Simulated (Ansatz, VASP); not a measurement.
# Two plane-wave programs on Rh

File INCAR:

```
PREC = Accurate
ENCUT = 520
EDIFF = 1E-8
ISMEAR = -1
SIGMA = 0.03
LREAL = False
LASPH = True
NELM = 60
ALGO = Normal
ISIF = 2
LWAVE = False
LCHARG = False
GGA = PE
LEFG = True
NBANDS = 14
```

The input KPOINTS:

```
regular mesh
0
Gamma
  16 16 16
```

Contents of POSCAR:

```
Rh
1.0
    0.0000000000      1.8887875349      1.8887875349
    1.8887875349      0.0000000000      1.8887875349
    1.8887875349      1.8887875349      0.0000000000
Rh
1
Direct
    0.0000000000      0.0000000000      0.0000000000
```

Input for Ansatz:

```yaml
crystal:
  lattice:
    - [0.0, 1.8887875349, 1.8887875349]
    - [1.8887875349, 0.0, 1.8887875349]
    - [1.8887875349, 1.8887875349, 0.0]
  atoms:
    - { symbol: Rh, position: [0.0, 0.0, 0.0] }
kpoints:
  mp_grid: { grid: [16, 16, 16] }
scf:
  occupations: { method: fermi_dirac, width: 0.03 }
hamiltonian:
  xc: pbe
  pseudopotentials: { kind: paw }
output:
  forces: true
  stress: true
  eigenvalues: true
  efg: { contact_densities: true }
```

Change from the starting cell: volume scaled by 0.98, PAW files.

Alike in both runs: task electric field gradients; functional PBE; k mesh 16 × 16 × 16; occupations fermi-dirac, width 0.03 eV; no spin polarisation.

|  | VASP | Ansatz |
| --- | --- | --- |
| version | VASP 6.6.1 | Ansatz 0.2.0 |
| potentials or method | VASP PAW PBE potentials, release 64 (Rh_pv) | PAW with Ansatz's default frozen-core files, scalar-relativistic |
| plane-wave cutoff (eV) | 520 | 420 |
| valence electrons in the cell | 15 | 17 |

|  | VASP | Ansatz | Ansatz less VASP |
| --- | --- | --- | --- |
| pressure (GPa) | 11.9 | 11.9 | -0.05 |

VASP's potentials hold 15 valence electrons a cell and Ansatz's 17, so a difference there can come from the potentials and not from the codes.
